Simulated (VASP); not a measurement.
# V: single point with LDA

V:

```
V
1.0
    -1.50114    1.50114    1.50114
     1.50114   -1.50114    1.50114
     1.50114    1.50114   -1.50114
V
1
Cartesian
  0.0000 0.0000 0.0000
```

This cell differs from its parent crystal: volume scaled by 1.08.

```json
{"Program": "VASP 6.6.1", "Task": "single point", "Functional": "LDA", "Potentials or basis": "VASP PAW LDA potentials, release 64 (V_sv)", "Cutoff": "520 eV", "k mesh": "25 × 25 × 25", "Occupations": "fermi-dirac, width 0.05 eV", "Spin": "collinear spin, ferromagnetic start", "Starting moments": "[1.0] μB", "Dipole correction": "no", "Further INCAR settings": "ALGO = Normal; EDIFF = 1e-06; NBANDS = 16"}
```

```
Pressure                                              : -13.6 GPa
Net moment                                            : 0.00 μB per cell
Valence electrons inside the program's atomic spheres : V 11.67
```

Levels at points of the mesh, in eV from the Fermi level:
Spin up:
```
           k point  band 4  band 5  band 6  band 7  band 8  band 9  band 10  band 11
(0.00, 0.00, 0.00)  -36.68   -6.51    0.38    0.38    0.38    2.37     2.37    20.51
```
Spin down:
| k point | band 5 | band 6 | band 7 | band 8 | band 9 | band 10 |
| --- | --- | --- | --- | --- | --- | --- |
| (0.00, 0.00, 0.00) | -6.51 | 0.38 | 0.38 | 0.38 | 2.37 | 2.37 |

Wall time 72 s on 1 thread of Intel(R) Xeon(R) 6975P-C (Granite Rapids), with other jobs on the host, peak memory 0.23 GiB.
